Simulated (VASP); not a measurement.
**InAs: single point with PBE**

The system is InAs.

```
CELL_PARAMETERS angstrom
0.00000 3.01800 3.01800
3.01800 0.00000 3.01800
3.01800 3.01800 0.00000
ATOMIC_POSITIONS crystal
In 0.00000 0.00000 0.00000
As 0.75000 0.75000 0.75000
```

```
Program             : VASP 6.6.1
Task                : single point
Functional          : PBE
Potentials or basis : VASP PAW PBE potentials, release 64 (In_d, As)
Cutoff              : 500 eV
k mesh              : 6 × 6 × 6
Occupations         : gaussian, width 0.1 eV
Spin                : no spin polarisation
```

- Pressure: 4.4 GPa
- Band gap on the k mesh: zero (filled and empty bands touch)

Levels at points of the mesh, in eV from the Fermi level:
| k point | band 7 | band 8 | band 9 | band 10 | band 11 | band 12 |
| --- | --- | --- | --- | --- | --- | --- |
| (0.00, 0.00, 0.00) | -0.20 | -0.03 | -0.03 | -0.03 | 3.87 | 3.87 |
| (0.50, 0.00, 0.00) | -5.82 | -1.03 | -1.03 | 0.94 | 4.65 | 4.65 |
| (0.50, 0.50, 0.00) | -5.89 | -2.37 | -2.37 | 1.50 | 2.03 | 9.19 |

It took 6.9 s on 1 thread of Intel(R) Xeon(R) 6975P-C (Granite Rapids), on a shared host, peak memory 0.18 GiB.

Caveat: spin-orbit coupling is left out, which moves the levels of the heavy elements.
